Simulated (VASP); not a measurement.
Runs of VASP 6.6.1 on KF. The structure is that of space group Fm-3m (No. 225), or close to it. The cells are those of the table. 

| task | level | potentials or basis | cell | cutoff (eV) | gap on the mesh (eV) | pressure (GPa) | relaxed volume (Å³/atom) |
| --- | --- | --- | --- | --- | --- | --- | --- |
| relaxation of cell and atoms | LDA | VASP PAW LDA potentials, release 64 (K_sv, F) | relaxed from a = 3.779 Å, angles 60.0°, 2 atoms | 600 | (b) | -0.1 | 17.30 |
| relaxation of cell and atoms | PBE+D3(BJ) | VASP PAW PBE potentials, release 64 (K_sv, F) | relaxed from a = 3.779 Å, angles 60.0°, 2 atoms | 600 | (a) | 0.1 | - |
| single point | PBE+D3(BJ) | VASP PAW PBE potentials, release 64 (K_sv, F) | a = 3.781 Å, angles 60.0°, 2 atoms | 600 | 6.16 | 0.0 | - |
| single point | r2SCAN+rVV10 | VASP PAW PBE potentials, release 64 (K_sv, F) | a = 3.734 Å, angles 60.0°, 2 atoms | 660 | 6.92 | 0.0 | - |
| relaxation of cell and atoms | r2SCAN+rVV10 | VASP PAW PBE potentials, release 64 (K_sv, F) | relaxed from a = 3.779 Å, angles 60.0°, 2 atoms | 660 | 6.92 | 0.0 | 18.39 |

Alike in all rows: no spin polarisation; k mesh 8 × 8 × 8; smearing gaussian 0.01 eV.

**Question.** Estimate the missing entries.

**Answer.** (a) 6.17; (b) 6.32.

Caveats: the PAW data sets were made with another functional, which shifts forces and pressure a little (at least some runs); the relaxation stopped at its first step, so nothing moved (at least some runs).

A k mesh can miss the band edges.
